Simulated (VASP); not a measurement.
# B (Im-3m) in VASP: a series of runs, part 2 of 2

VASP 6.6.1. Earlier steps stand in the parts before.

## Step 4: Single point, PBE, non-collinear spin, zero start, spin-orbit coupling

This run uses another cell than the first one, of 6.15 Å³/atom, 0.938 times its volume.

File INCAR:

```
SYSTEM = B
ALGO     = Normal         ! electronic algorithm
EDIFF    = 1E-7           ! SCF threshold, eV
ENCUT    = 520            ! plane-wave cutoff, eV
GGA      = PE             ! functional
GGA_COMPAT= .False.      
ISIF     = 2              ! what is computed and relaxed
ISMEAR   = -1             ! smearing method
LASPH    = .True.         ! aspherical terms in the spheres
LCHARG   = .True.         ! write CHGCAR
LORBIT   = 11             ! projections on sites
LORBMOM  = .True.       
LREAL    = .False.        ! projectors in reciprocal space
LSORBIT  = .True.         ! spin-orbit coupling
LVHAR    = .True.       
LWAVE    = .False.        ! write WAVECAR
MAGMOM   = 0 0 0          ! initial moments
NBANDS   = 14             ! bands
NELM     = 150            ! most SCF steps
PREC     = Accurate       ! precision mode
SIGMA    = 0.1            ! smearing width, eV
```

File KPOINTS:

```
k-points
0
Gamma
  19 19 19
  0 0 0
```

File POSCAR:

```
B
1.0
   -1.1539685228      1.1539685228      1.1539685228
    1.1539685228     -1.1539685228      1.1539685228
    1.1539685228      1.1539685228     -1.1539685228
B
1
Direct
    0.0000000000      0.0000000000      0.0000000000
```

Potentials or basis: VASP PAW PBE potentials, release 64 (B).

Started as:

```console
cat potpaw_PBE.64/B/POTCAR > POTCAR
mpirun -np 1 vasp_ncl > vasp.out
```

OUTCAR:

```text
SYSTEM = B
   EDIFF = 1E-7
   ENCUT = 520
   GGA = PE
   ISIF = 2
   ISMEAR = -1
   LASPH = .True.
   LORBIT = 11
   LREAL = .False.
   LSORBIT = .True.
   NELM = 150
   PREC = Accurate

 ion  position               nearest neighbor table
   1  0.000  0.000  0.000-

  LATTYP: Found a body centered cubic cell.
 ALAT       =     2.3079370456

  Lattice vectors:

 A1 = (  -1.1539685228,   1.1539685228,   1.1539685228)
 A2 = (   1.1539685228,  -1.1539685228,   1.1539685228)
 A3 = (   1.1539685228,   1.1539685228,  -1.1539685228)

Analysis of symmetry for initial positions (statically):
=====================================================================
 Subroutine PRICEL returns:
 Original cell was already a primitive cell.

 Routine SETGRP: Setting up the symmetry group for a
 body centered cubic supercell.

 Subroutine GETGRP returns: Found 48 space group operations
 (whereof 48 operations were pure point group operations)
 out of a pool of 48 trial point group operations.

The static configuration has the point symmetry O_h .

Analysis of symmetry for dynamics (positions and initial velocities):
=====================================================================
 Subroutine PRICEL returns:
 Original cell was already a primitive cell.

 Routine SETGRP: Setting up the symmetry group for a
 body centered cubic supercell.

 Subroutine GETGRP returns: Found 48 space group operations
 (whereof 48 operations were pure point group operations)
 out of a pool of 48 trial point group operations.

The dynamic configuration has the point symmetry O_h .
[... 579 lines left out ...]

  FORCE on cell =-STRESS in cart. coord.  units (eV):
  Direction    XX          YY          ZZ          XY          YZ          ZX
  --------------------------------------------------------------------------------------
  -------------------------------------------------------------------------------------
  Total       -0.0086856     -0.0086856     -0.0086856      0.0000000      0.0000000      0.0000000
  in kB       -2.2639711     -2.2639711     -2.2639711      0.0000000      0.0000000      0.0000000
  external PRESSURE =      -2.2639711 kB  Pullay stress =       0.0000000 kB

 VOLUME and BASIS-vectors are now :
 -----------------------------------------------------------------------------
  energy-cutoff  :      520.00
  volume of cell :        6.15
      direct lattice vectors                 reciprocal lattice vectors
    -1.153968523  1.153968523  1.153968523     0.000000000  0.433287382  0.433287382
     1.153968523 -1.153968523  1.153968523     0.433287382  0.000000000  0.433287382
     1.153968523  1.153968523 -1.153968523     0.433287382  0.433287382  0.000000000

 POSITION                                       TOTAL-FORCE (eV/Angst)
 -----------------------------------------------------------------------------------
      0.00000      0.00000      0.00000        -0.000000      0.000000     -0.000000
 -----------------------------------------------------------------------------------
    total drift:                               -0.000000     -0.000000      0.000000

  FREE ENERGIE OF THE ION-ELECTRON SYSTEM (eV)
  ---------------------------------------------------
  free  energy   TOTEN  =        -4.9931757816 eV

  energy  without entropy=       -4.9844310443  energy(sigma->0) =       -4.98880341

 orbital moment (x)

 # of ion     p       tot
 --------------------------------
  1        -0.000  -0.000
 --------------------------------
           -0.000  -0.000

 orbital moment (y)

 # of ion     p       tot
 --------------------------------
  1        -0.000  -0.000
 --------------------------------
           -0.000  -0.000

 orbital moment (z)

 # of ion     p       tot
 --------------------------------
  1         0.000   0.000
 --------------------------------
            0.000   0.000

 Spin-Orbit-Coupling matrix elements

 Ion:    1  E_soc:     -0.0000025
 l=   1
     0.0000000    -0.0000004    -0.0000004
    -0.0000004     0.0000000    -0.0000004
    -0.0000004    -0.0000004     0.0000000
 l=   2
     0.0000000     0.0000000     0.0000000     0.0000000     0.0000000
     0.0000000     0.0000000     0.0000000     0.0000000     0.0000000
     0.0000000     0.0000000     0.0000000     0.0000000     0.0000000
     0.0000000     0.0000000     0.0000000     0.0000000     0.0000000
     0.0000000     0.0000000     0.0000000     0.0000000     0.0000000
 l=   3
     0.0000000     0.0000000     0.0000000     0.0000000     0.0000000     0.0000000     0.0000000
     0.0000000     0.0000000     0.0000000     0.0000000     0.0000000     0.0000000     0.0000000
     0.0000000     0.0000000     0.0000000     0.0000000     0.0000000     0.0000000     0.0000000
     0.0000000     0.0000000     0.0000000     0.0000000     0.0000000     0.0000000     0.0000000
     0.0000000     0.0000000     0.0000000     0.0000000     0.0000000     0.0000000     0.0000000
     0.0000000     0.0000000     0.0000000     0.0000000     0.0000000     0.0000000     0.0000000
     0.0000000     0.0000000     0.0000000     0.0000000     0.0000000     0.0000000     0.0000000

 total charge

# of ion       s       p       d       tot
------------------------------------------
    1        0.672   1.056   0.000   1.728

 magnetization (x)

# of ion       s       p       d       tot
------------------------------------------
    1       -0.000  -0.000   0.000  -0.000

 magnetization (y)

# of ion       s       p       d       tot
------------------------------------------
    1       -0.000   0.000   0.000  -0.000

 magnetization (z)

# of ion       s       p       d       tot
------------------------------------------
    1       -0.000   0.000   0.000  -0.000
```

OSZICAR:

```text
N       E                     dE             d eps       ncg     rms          rms(c)
DAV:   1     0.220938263858E+01    0.22094E+01   -0.15841E+03  6192   0.407E+02
DAV:   2    -0.489272098649E+01   -0.71021E+01   -0.68193E+01  8214   0.852E+01
DAV:   3    -0.500003284568E+01   -0.10731E+00   -0.10704E+00  7360   0.737E+00
DAV:   4    -0.500006120279E+01   -0.28357E-04   -0.28356E-04  7210   0.144E-01
DAV:   5    -0.500006120740E+01   -0.46065E-08   -0.35513E-08  7214   0.169E-03    0.150E+00
DAV:   6    -0.499563594017E+01    0.44253E-02   -0.11719E-04  7090   0.107E-01    0.899E-01
DAV:   7    -0.499317440594E+01    0.24615E-02   -0.35181E-04  6568   0.194E-01    0.286E-02
DAV:   8    -0.499317594079E+01   -0.15349E-05   -0.17030E-07  7720   0.475E-03    0.683E-03
DAV:   9    -0.499317581654E+01    0.12426E-06   -0.85612E-08  6730   0.331E-03    0.243E-03
DAV:  10    -0.499317578161E+01    0.34924E-07   -0.47281E-10  3662   0.227E-04
   1 F= -.49931758E+01 E0= -.49888034E+01  d E =-.874474E-02  mag=    -0.0000     0.0000    -0.0000
```

Wall time 26 s (1 thread of Intel Xeon Platinum 8259CL at 2.50GHz (Skylake/Cascade Lake), shared host); peak memory 0.14 GiB.

Results:

| Property | Result |
| --- | --- |
| Free energy | -4.9932 eV |
| Pressure | -0.2 GPa |
| Net moment | 0.00 μB per cell |
| Valence electrons inside the program's atomic spheres | B 1.73 |

Moments on the atoms (μB; x, y, z):
```
B   0.00 0.00 0.00
```

## Step 5: Single point, PBE

This run uses another cell than the first one, of 6.15 Å³/atom, 0.938 times its volume.

File INCAR:

```
SYSTEM = B
  PREC = Accurate
  ENCUT = 520
  EDIFF = 1E-6
  ISMEAR = -1
  SIGMA = 0.1
  LREAL = .FALSE.
  LASPH = .TRUE.
  NELM = 80
  ALGO = Normal
  ISIF = 2
  LWAVE = .FALSE.
  LCHARG = .FALSE.
  GGA = PE
  NBANDS = 8
```

File KPOINTS:

```
regular mesh
0
G
  10 10 10
  0 0 0
```

File POSCAR:

```
B
1.0
   -1.1539685227      1.1539685227      1.1539685227
    1.1539685227     -1.1539685227      1.1539685227
    1.1539685227      1.1539685227     -1.1539685227
B
1
Direct
    0.0000000000      0.0000000000      0.0000000000
```

Started as:

```console
cat potpaw_PBE.64/B/POTCAR > POTCAR
mpirun -np 1 vasp_std > vasp.out
```

Run time: 1.1 s. Hardware: 1 thread of Intel Xeon 6975P-C (Granite Rapids), shared host; peak memory 0.1 GiB.

Results (log left out):

```
Free energy : -4.9868 eV
Pressure    : -0.1 GPa
```

Levels at points of the mesh, in eV from the Fermi level:
```csv
k point,band 1,band 2,band 3,band 4,band 5,band 6
"(0.00, 0.00, 0.00)",-18.33,15.83,15.83,15.83,34.09,34.09
"(0.50, 0.00, 0.00)",-8.84,-4.31,9.00,12.93,22.47,25.98
"(0.50, 0.50, 0.50)",0.71,0.71,0.71,10.52,10.52,11.66
```

Caveat: the k points lie up to 0.39 Å⁻¹ apart.

## Step 6: Single point, HSE06

This run uses another cell than the first one, of 6.15 Å³/atom, 0.938 times its volume.

POSCAR is that of step 5.

File INCAR.step1:

```
SYSTEM = B
  ALGO = Normal
  EDIFF = 1E-5
  ENCUT = 520
  GGA = PE
  ISIF = 2
  ISMEAR = -1
  LASPH = .True.
  LCHARG = .False.
  LREAL = .False.
  LWAVE = .True.
  NBANDS = 8
  NELM = 100
  PREC = Accurate
  SIGMA = 0.1
```

File INCAR.step2:

```
SYSTEM = B
  ALGO = Normal
  EDIFF = 1E-7
  ENCUT = 520
  GGA = PE
  HFSCREEN = 0.2079
  ISIF = 2
  ISMEAR = -1
  ISTART = 1
  LASPH = .True.
  LCHARG = .False.
  LHFCALC = .True.
  LREAL = .False.
  LWAVE = .False.
  NBANDS = 8
  NELM = 100
  PREC = Accurate
  PRECFOCK = Normal
  SIGMA = 0.1
```

File KPOINTS:

```
k-points
0
Gamma
  10 10 10
  0 0 0
```

Potentials or basis: VASP PAW PBE potentials, release 64 (B).

Started as:

```console
cat potpaw_PBE.64/B/POTCAR > POTCAR
cp INCAR.step1 INCAR
mpirun -np 1 vasp_std > vasp.out
cp INCAR.step2 INCAR
mpirun -np 1 vasp_std > vasp.out
```

Run time: 2.6 min. Hardware: 1 thread of Intel Xeon 6975P-C (Granite Rapids), shared host; peak memory 0.21 GiB.

It converged, with:

```
Free energy : -5.5103 eV
Pressure    : -3.6 GPa
```

Levels at points of the mesh, in eV from the Fermi level:
```
           k point  band 1  band 2  band 3  band 4  band 5
(0.00, 0.00, 0.00)  -20.62   17.49   17.49   17.49   35.58
(0.50, 0.00, 0.00)   -9.97   -5.06   10.24   14.32   23.62
(0.50, 0.50, 0.50)    3.11    3.11    3.11   12.72   12.72
```

Caveat: the k points lie up to 0.39 Å⁻¹ apart; the PAW data sets were made with another functional, which shifts forces and pressure a little.

## Step 7: Overview

```tsv
task	level	spin	cell	k mesh	cutoff (eV)	grid for exact exchange (PRECFOCK)	screening parameter	gap on the mesh (eV)	pressure (GPa)
relaxation of cell and atoms	PBE	off	relaxed from a = 2.042 Å, angles 109.5°, 1 atom	18 × 18 × 18	600	-	-	none	0.0
single point	PBE	off	a = 1.999 Å, angles 109.5°, 1 atom	31 × 31 × 31	520	-	-	none	-0.3
single point	PBE	non-collinear, zero start, SOC	a = 1.999 Å, angles 109.5°, 1 atom	19 × 19 × 19	520	-	-	-	-0.2
single point	PBE	off	a = 1.999 Å, angles 109.5°, 1 atom	10 × 10 × 10	520	-	-	none	-0.1
single point	HSE06	off	a = 1.999 Å, angles 109.5°, 1 atom	10 × 10 × 10	520	Normal	0.2079 1/Å	none	-3.6
```

Alike in all rows: potentials or basis VASP PAW PBE potentials, release 64 (B); smearing fermi-dirac 0.1 eV.

Caveats: some runs use coarse meshes; the PAW data sets were made with another functional, which shifts forces and pressure a little (some runs).

Absolute energies hang on the potentials; compare differences alone.
